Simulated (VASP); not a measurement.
# ZrC (I4mm) in VASP: a series of runs, part 2 of 2

VASP 6.6.1. The steps go on from the part before.

### 4 Single point, PBE (all C atoms moved -0.050 Å, as atom 2 along Cartesian [0 0 1])

Contents of INCAR:

```
SYSTEM = ZrC
  PREC = Accurate
  ENCUT = 520
  EDIFF = 1E-6
  ISMEAR = 0
  SIGMA = 0.15
  LREAL = .FALSE.
  LASPH = .TRUE.
  NELM = 100
  ALGO = Normal
  ISIF = 2
  LWAVE = .FALSE.
  LCHARG = .FALSE.
  GGA = PE
  NBANDS = 15
```

Contents of KPOINTS:

```
regular mesh
0
G
  18 18 18
  0 0 0
```

Contents of POSCAR:

```
ZrC
1.0
    0.0000000000      2.3502100000      2.3502100000
    2.3502100000      0.0000000000      2.3502100000
    2.3502100000      2.3502100000      0.0000000000
Zr C
1 1
Direct
    0.5000000000      0.5000000000      0.5000000000
   -0.0106373473     -0.0106373473      0.0106373473
```

Potentials or basis: VASP PAW PBE potentials, release 64 (Zr_sv, C).

The run is started by

```sh
$ cat potpaw_PBE.64/Zr_sv/POTCAR potpaw_PBE.64/C/POTCAR > POTCAR
$ mpirun -np 1 vasp_std > vasp.out
```

OUTCAR:

```text
SYSTEM = ZrC
   PREC = Accurate
   ENCUT = 520
   EDIFF = 1E-6
   ISMEAR = 0
   LREAL = .FALSE.
   LASPH = .TRUE.
   NELM = 100
   ISIF = 2
   GGA = PE

 ion  position               nearest neighbor table
   1  0.500  0.500  0.500-   2 2.30   2 2.35   2 2.35   2 2.35   2 2.35   2 2.40
   2  0.989  0.989  0.011-   1 2.30   1 2.35   1 2.35   1 2.35   1 2.35   1 2.40

  LATTYP: Found a face centered cubic cell.
 ALAT       =     4.7004200000

  Lattice vectors:

 A1 = (   0.0000000000,   2.3502100000,   2.3502100000)
 A2 = (   2.3502100000,   0.0000000000,   2.3502100000)
 A3 = (   2.3502100000,   2.3502100000,   0.0000000000)

Analysis of symmetry for initial positions (statically):
=====================================================================
 Subroutine PRICEL returns:
 Original cell was already a primitive cell.

 Routine SETGRP: Setting up the symmetry group for a
 face centered cubic supercell.

 Subroutine GETGRP returns: Found  8 space group operations
 (whereof  8 operations were pure point group operations)
 out of a pool of 48 trial point group operations.

The static configuration has the point symmetry C_4v.

Analysis of symmetry for dynamics (positions and initial velocities):
=====================================================================
 Subroutine PRICEL returns:
 Original cell was already a primitive cell.

 Routine SETGRP: Setting up the symmetry group for a
 face centered cubic supercell.

 Subroutine GETGRP returns: Found  8 space group operations
 (whereof  8 operations were pure point group operations)
 out of a pool of 48 trial point group operations.

The dynamic configuration has the point symmetry C_4v.

 Subroutine INISYM returns: Found  8 space group operations
 (whereof  8 operations are pure point group operations),
 and found     1 'primitive' translations

----------------------------------------------------------------------------------------

                                     Primitive cell

  volume of cell :      25.9627

  direct lattice vectors                    reciprocal lattice vectors
     0.000000000  2.350210000  2.350210000    -0.212746946  0.212746946  0.212746946
     2.350210000  0.000000000  2.350210000     0.212746946 -0.212746946  0.212746946
[... 124 lines left out ...]
 number of electron      16.0000000 magnetization

 Free energy of the ion-electron system (eV)
  ---------------------------------------------------
  ext. energy  EPLUGINS =         0.00000000
  ---------------------------------------------------
  free energy    TOTEN  =       -19.45386324 eV

  energy without entropy =      -19.45033201  energy(sigma->0) =      -19.45209763

 E-fermi :   9.6330     XC(G=0): -12.1322

 val. band max:        9.6276311684   @ k =   0.1111   0.0556   0.0000
 cond. band min:       9.6371034940   @ k =   0.0000  -0.0556   0.0556
 fundamental gap:      0.0094723256
 Fermi energy:         9.6329625999

 k-point     1 :       0.0000    0.0000    0.0000
  band No.  band energies     occupation
      1     -38.4927      2.00000
      2     -16.2039      2.00000
      3     -16.2036      2.00000
      4     -16.2036      2.00000
      5      -1.6912      2.00000
      6      10.3269      0.00000
      7      10.3269      0.00000
      8      10.4735      0.00000
      9      10.7065      0.00000
     10      10.9347      0.00000
     11      10.9347      0.00000
     12      12.4251      0.00000
     13      12.5182      0.00000
     14      16.9138      0.00000
[... 401 lines left out ...]
      2     -16.9251      2.00000
      3     -16.2865      2.00000
      4     -16.2764      2.00000
      5       0.6487      2.00000
      6       5.2277      2.00000
      7       6.9500      2.00000
      8       7.1444      2.00000
      9      12.7494      0.00000
     10      13.6728      0.00000
     11      13.8918      0.00000
     12      17.8137      0.00000
     13      18.0756      0.00000
     14      19.0915      0.00000
     15      23.8093      0.00000

 [... further k-points ...]

------------------------ aborting loop because EDIFF is reached ----------------------------------------

  FORCE on cell =-STRESS in cart. coord.  units (eV):
  Direction    XX          YY          ZZ          XY          YZ          ZX
  --------------------------------------------------------------------------------------
  -------------------------------------------------------------------------------------
  Total        0.2305909      0.2305909      0.3349401      0.0000000      0.0000000     -0.0000000
  in kB       14.2299283     14.2299283     20.6693939      0.0000000      0.0000000     -0.0000000
  external PRESSURE =      16.3764168 kB  Pullay stress =       0.0000000 kB

 VOLUME and BASIS-vectors are now :
 -----------------------------------------------------------------------------
  energy-cutoff  :      520.00
  volume of cell :       25.96
      direct lattice vectors                 reciprocal lattice vectors
     0.000000000  2.350210000  2.350210000    -0.212746946  0.212746946  0.212746946
     2.350210000  0.000000000  2.350210000     0.212746946 -0.212746946  0.212746946
     2.350210000  2.350210000  0.000000000     0.212746946  0.212746946 -0.212746946

 POSITION                                       TOTAL-FORCE (eV/Angst)
 -----------------------------------------------------------------------------------
      2.35021      2.35021      2.35021         0.000000      0.000000     -0.347917
      2.35021      2.35021      4.65042         0.000000      0.000000      0.347917
 -----------------------------------------------------------------------------------
    total drift:                                0.000000      0.000000     -0.000034

  FREE ENERGIE OF THE ION-ELECTRON SYSTEM (eV)
  ---------------------------------------------------
  free  energy   TOTEN  =       -19.4538632442 eV

  energy  without entropy=      -19.4503320139  energy(sigma->0) =      -19.45209763
```

OSZICAR:

```text
N       E                     dE             d eps       ncg     rms          rms(c)
DAV:   1     0.989128795916E+02    0.98913E+02   -0.85369E+03 14416   0.107E+03
DAV:   2    -0.167921269439E+02   -0.11571E+03   -0.10847E+03 18257   0.287E+02
DAV:   3    -0.228045241100E+02   -0.60124E+01   -0.59742E+01 24266   0.548E+01
DAV:   4    -0.229277013838E+02   -0.12318E+00   -0.12312E+00 17468   0.569E+00
DAV:   5    -0.229290750834E+02   -0.13737E-02   -0.13737E-02 19206   0.525E-01    0.204E+01
DAV:   6    -0.195688033609E+02    0.33603E+01   -0.64047E+00 17110   0.227E+01    0.707E+00
DAV:   7    -0.194688523992E+02    0.99951E-01   -0.61693E-01 16548   0.590E+00    0.617E+00
DAV:   8    -0.194915205560E+02   -0.22668E-01   -0.32945E-01 17481   0.450E+00    0.513E+00
DAV:   9    -0.194548052390E+02    0.36715E-01   -0.62971E-02 15877   0.184E+00    0.866E-01
DAV:  10    -0.194538757433E+02    0.92950E-03   -0.57376E-03 19188   0.623E-01    0.100E-01
DAV:  11    -0.194538700764E+02    0.56669E-05   -0.17048E-04 16311   0.124E-01    0.496E-02
DAV:  12    -0.194538645104E+02    0.55660E-05   -0.34646E-06 18731   0.162E-02    0.126E-02
DAV:  13    -0.194538633187E+02    0.11918E-05   -0.13747E-06 16706   0.799E-03    0.130E-03
DAV:  14    -0.194538632442E+02    0.74470E-07   -0.70361E-08  9496   0.207E-03
   1 F= -.19453863E+02 E0= -.19452098E+02  d E =-.353123E-02
```

stdout:

```text
POSCAR found type information on POSCAR ZrC
 POSCAR found :  2 types and       2 ions
 scaLAPACK will be used
 LDA part: xc-table for (Slater+PW92), standard interpolation
 POSCAR, INCAR and KPOINTS ok, starting setup
 FFT: planning ... GRIDC
 FFT: planning ... GRID_SOFT
 FFT: planning ... GRID
 WAVECAR not read
 entering main loop
```

Wall time 99 s (1 thread of Intel Xeon 6975P-C (Granite Rapids), shared host); peak memory 0.31 GiB.

Results:

| Item | Value |
| --- | --- |
| Free energy | -19.4539 eV |
| Pressure | 1.6 GPa |
| Largest force | 0.348 eV/Å |
| Band gap on the k mesh | zero (bands 8 and 9 overlap by 1.23 eV) |

Forces in eV/Å, atoms in the order of the input:
```
Zr   0.000  0.000 -0.348
C    0.000  0.000  0.348
```

Levels at points of the mesh, in eV from the Fermi level:
```tsv
k point	band 5	band 6	band 7	band 8	band 9	band 10	band 11	band 12
(0.00, 0.00, 0.00)	-11.32	0.69	0.69	0.84	1.07	1.30	1.30	2.79
(0.50, 0.00, 0.00)	-8.26	-5.31	-2.95	-2.95	4.47	4.48	5.31	6.50
(0.50, 0.50, 0.00)	-10.16	-2.07	-1.78	0.04	0.04	4.43	5.64	5.64
(0.00, 0.50, 0.50)	-10.16	-2.08	-1.83	0.03	0.10	4.45	5.64	5.64
```

Caveat: the cell differs from its parent crystal (all C atoms moved -0.050 Å, as atom 2 along Cartesian [0 0 1]).

### 5 Single point, PBE (all C atoms moved +0.025 Å, as atom 2 along Cartesian [0 0 1])

Contents of INCAR:

```
SYSTEM = ZrC
PREC = Accurate
ENCUT = 520
EDIFF = 1E-7
ISMEAR = 0
SIGMA = 0.15
LREAL = .False.
LASPH = .True.
NELM = 80
ALGO = Normal
ISIF = 2
LWAVE = .False.
LCHARG = .False.
GGA = PE
NBANDS = 15
```

Contents of KPOINTS:

```
regular mesh
0
Gamma
  18 18 18
  0 0 0
```

POSCAR: that of step 4 with these lines changed.

```diff
@@ -9,2 +9,2 @@
     0.5000000000      0.5000000000      0.5000000000
-   -0.0106373473     -0.0106373473      0.0106373473
+    0.0053186737      0.0053186737     -0.0053186737
```

The run is started by

```sh
$ cat potpaw_PBE.64/Zr_sv/POTCAR potpaw_PBE.64/C/POTCAR > POTCAR
$ mpirun -np 1 vasp_std > vasp.out
```

It took 95 s on 1 thread of Intel Xeon 6975P-C (Granite Rapids), shared host; peak memory 0.31 GiB.

The run converged. Its results:

* Free energy: -19.4604 eV
* Pressure: 1.5 GPa
* Largest force: 0.175 eV/Å
* Band gap on the k mesh: zero (bands 8 and 9 overlap by 1.28 eV)

Forces on the atoms (eV/Å):
```
Zr   0.000  0.000  0.175
C    0.000  0.000 -0.175
```

Stress tensor (GPa, compression positive):
```
1.44 0.00 0.00
0.00 1.44 0.00
0.00 0.00 1.60
```

Levels at points of the mesh, in eV from the Fermi level:
| k point | band 4 | band 5 | band 6 | band 7 | band 8 | band 9 | band 10 | band 11 | band 12 | band 13 |
| --- | --- | --- | --- | --- | --- | --- | --- | --- | --- | --- |
| (0.00, 0.00, 0.00) | -25.83 | -11.32 | 0.84 | 0.84 | 0.90 | 1.08 | 1.17 | 1.17 | 2.80 | 2.82 |
| (0.50, 0.00, 0.00) | -25.91 | -8.25 | -5.31 | -2.94 | -2.94 | 4.49 | 4.49 | 5.32 | 6.51 | 10.11 |
| (0.50, 0.50, 0.00) | -26.11 | -10.16 | -2.07 | -1.77 | 0.05 | 0.05 | 4.44 | 5.65 | 5.65 | 7.96 |
| (0.00, 0.50, 0.50) | -26.11 | -10.16 | -2.07 | -1.79 | 0.04 | 0.06 | 4.44 | 5.65 | 5.65 | 7.97 |

Caveat: the cell differs from its parent crystal (all C atoms moved +0.025 Å, as atom 2 along Cartesian [0 0 1]).

### 6 Single point, PBE (all C atoms moved +0.087 Å, as atom 2 along Cartesian [0 0 1])

Contents of INCAR:

```
SYSTEM = ZrC
ALGO     = Normal         ! electronic algorithm
EDIFF    = 1E-6           ! SCF threshold, eV
ENCUT    = 520            ! plane-wave cutoff, eV
GGA      = PE             ! functional
ISIF     = 2              ! what is computed and relaxed
ISMEAR   = 0              ! smearing method
LASPH    = .TRUE.         ! aspherical terms in the spheres
LCHARG   = .TRUE.         ! write CHGCAR
LELF     = .TRUE.         ! ELF
LREAL    = .FALSE.        ! projectors in reciprocal space
LVHAR    = .TRUE.       
LWAVE    = .FALSE.        ! write WAVECAR
NBANDS   = 15             ! bands
NELM     = 80             ! most SCF steps
PREC     = Accurate       ! precision mode
SIGMA    = 0.15           ! smearing width, eV
```

Contents of KPOINTS:

```
k-points
0
G
  18 18 18
  0 0 0
```

POSCAR: that of step 5 with these lines changed.

```diff
@@ -9,2 +9,2 @@
     0.5000000000      0.5000000000      0.5000000000
-    0.0053186737      0.0053186737     -0.0053186737
+    0.0186153578      0.0186153578     -0.0186153578
```

Potentials or basis: VASP PAW PBE potentials, release 64 (Zr_sv, C).

The run is started by

```sh
$ cat potpaw_PBE.64/Zr_sv/POTCAR potpaw_PBE.64/C/POTCAR > POTCAR
$ mpirun -np 1 vasp_std > vasp.out
```

OUTCAR:

```text
SYSTEM = ZrC
   EDIFF = 1E-6
   ENCUT = 520
   GGA = PE
   ISIF = 2
   ISMEAR = 0
   LASPH = .TRUE.
   LREAL = .FALSE.
   NELM = 80
   PREC = Accurate

 ion  position               nearest neighbor table
   1  0.500  0.500  0.500-   2 2.26   2 2.35   2 2.35   2 2.35   2 2.35   2 2.44
   2  0.019  0.019  0.981-   1 2.26   1 2.35   1 2.35   1 2.35   1 2.35   1 2.44

  LATTYP: Found a face centered cubic cell.
 ALAT       =     4.7004200000

  Lattice vectors:

 A1 = (   0.0000000000,   2.3502100000,   2.3502100000)
 A2 = (   2.3502100000,   0.0000000000,   2.3502100000)
 A3 = (   2.3502100000,   2.3502100000,   0.0000000000)

Analysis of symmetry for initial positions (statically):
=====================================================================
 Subroutine PRICEL returns:
 Original cell was already a primitive cell.

 Routine SETGRP: Setting up the symmetry group for a
 face centered cubic supercell.

 Subroutine GETGRP returns: Found  8 space group operations
 (whereof  8 operations were pure point group operations)
 out of a pool of 48 trial point group operations.

The static configuration has the point symmetry C_4v.
[... 175 lines left out ...]
      5      -1.6856      2.00000
      6      10.1190      0.00001
      7      10.1190      0.00001
      8      10.3399      0.00000
      9      10.7057      0.00000
     10      11.1576      0.00000
     11      11.1576      0.00000
     12      12.4254      0.00000
     13      12.6916      0.00000
     14      16.8985      0.00000
[... 401 lines left out ...]
      2     -16.9269      2.00000
      3     -16.2879      2.00000
      4     -16.2778      2.00000
      5       0.6496      2.00000
      6       5.2234      2.00000
      7       6.9477      2.00000
      8       7.1635      2.00000
      9      12.7331      0.00000
     10      13.6558      0.00000
     11      13.8901      0.00000
     12      17.7747      0.00000
     13      18.1342      0.00000
     14      19.0983      0.00000
     15      23.7601      0.00000

 [... further k-points ...]

------------------------ aborting loop because EDIFF is reached ----------------------------------------

  FORCE on cell =-STRESS in cart. coord.  units (eV):
  Direction    XX          YY          ZZ          XY          YZ          ZX
  --------------------------------------------------------------------------------------
  -------------------------------------------------------------------------------------
  Total        0.2215209      0.2215209      0.5479403      0.0000000      0.0000000      0.0000000
  in kB       13.6702156     13.6702156     33.8137851      0.0000000      0.0000000      0.0000000
  external PRESSURE =      20.3847387 kB  Pullay stress =       0.0000000 kB

 VOLUME and BASIS-vectors are now :
 -----------------------------------------------------------------------------
  energy-cutoff  :      520.00
  volume of cell :       25.96
      direct lattice vectors                 reciprocal lattice vectors
     0.000000000  2.350210000  2.350210000    -0.212746946  0.212746946  0.212746946
     2.350210000  0.000000000  2.350210000     0.212746946 -0.212746946  0.212746946
     2.350210000  2.350210000  0.000000000     0.212746946  0.212746946 -0.212746946

 POSITION                                       TOTAL-FORCE (eV/Angst)
 -----------------------------------------------------------------------------------
      2.35021      2.35021      2.35021         0.000000      0.000000      0.599815
      2.35021      2.35021      0.08750         0.000000      0.000000     -0.599815
 -----------------------------------------------------------------------------------
    total drift:                               -0.000000     -0.000000      0.000181

  FREE ENERGIE OF THE ION-ELECTRON SYSTEM (eV)
  ---------------------------------------------------
  free  energy   TOTEN  =       -19.4360810790 eV

  energy  without entropy=      -19.4329080707  energy(sigma->0) =      -19.43449457
```

OSZICAR:

```text
N       E                     dE             d eps       ncg     rms          rms(c)
DAV:   1     0.986838300923E+02    0.98684E+02   -0.84605E+03 14408   0.107E+03
DAV:   2    -0.168021338645E+02   -0.11549E+03   -0.10828E+03 18215   0.287E+02
DAV:   3    -0.228056691207E+02   -0.60035E+01   -0.59656E+01 24467   0.547E+01
DAV:   4    -0.229216878438E+02   -0.11602E+00   -0.11596E+00 17230   0.559E+00
DAV:   5    -0.229230019764E+02   -0.13141E-02   -0.13141E-02 19147   0.510E-01    0.205E+01
DAV:   6    -0.195500640665E+02    0.33729E+01   -0.64396E+00 17174   0.227E+01    0.708E+00
DAV:   7    -0.194508863531E+02    0.99178E-01   -0.59630E-01 16454   0.588E+00    0.618E+00
DAV:   8    -0.194708898027E+02   -0.20003E-01   -0.31383E-01 17874   0.443E+00    0.503E+00
DAV:   9    -0.194369029145E+02    0.33987E-01   -0.58710E-02 16052   0.179E+00    0.825E-01
DAV:  10    -0.194360901204E+02    0.81279E-03   -0.49771E-03 19230   0.590E-01    0.643E-02
DAV:  11    -0.194360867012E+02    0.34192E-05   -0.13251E-04 16486   0.110E-01    0.435E-02
DAV:  12    -0.194360820643E+02    0.46368E-05   -0.29022E-06 18540   0.157E-02    0.123E-02
DAV:  13    -0.194360810790E+02    0.98539E-06   -0.10228E-06 14530   0.700E-03
   1 F= -.19436081E+02 E0= -.19434495E+02  d E =-.317301E-02
```

stdout:

```text
POSCAR found type information on POSCAR ZrC
 POSCAR found :  2 types and       2 ions
 scaLAPACK will be used
 LDA part: xc-table for (Slater+PW92), standard interpolation
 POSCAR, INCAR and KPOINTS ok, starting setup
 FFT: planning ... GRIDC
 FFT: planning ... GRID_SOFT
 FFT: planning ... GRID
 WAVECAR not read
 entering main loop
```

Wall time 90 s (1 thread of Intel Xeon 6975P-C (Granite Rapids), shared host); peak memory 0.31 GiB.

Results:

| Quantity | Value |
| --- | --- |
| Free energy | -19.4361 eV |
| Pressure | 2.0 GPa |
| Largest force | 0.600 eV/Å |
| Band gap on the k mesh | zero (bands 8 and 9 overlap by 1.10 eV) |

Forces in eV/Å, atoms in the order of the input:
```
Zr   0.000  0.000  0.600
C    0.000  0.000 -0.600
```

Stress tensor (GPa, compression positive):
```
1.37 0.00 0.00
0.00 1.37 0.00
0.00 0.00 3.38
```

Caveat: the cell differs from its parent crystal (all C atoms moved +0.087 Å, as atom 2 along Cartesian [0 0 1]).

### 7 Overview

| cell | gap on the mesh (eV) | pressure (GPa) | largest force (eV/Å) |
| --- | --- | --- | --- |
| as given, atomic positions A | none | 2.2 | 0.69 |
| as given, atomic positions B | none | 1.9 | 0.52 |
| as given, atomic positions C | none | 1.6 | 0.35 |
| as given, atomic positions D | none | 1.5 | 0.18 |
| as given, atomic positions E | none | 2.0 | 0.60 |

Alike in all rows: task single point; level PBE; potentials or basis VASP PAW PBE potentials, release 64 (Zr_sv, C); no spin polarisation; k mesh 18 × 18 × 18; cutoff (eV) 520; smearing gaussian 0.15 eV.

Total energies depend on the potentials used, so only differences within one code and one set of settings carry meaning.
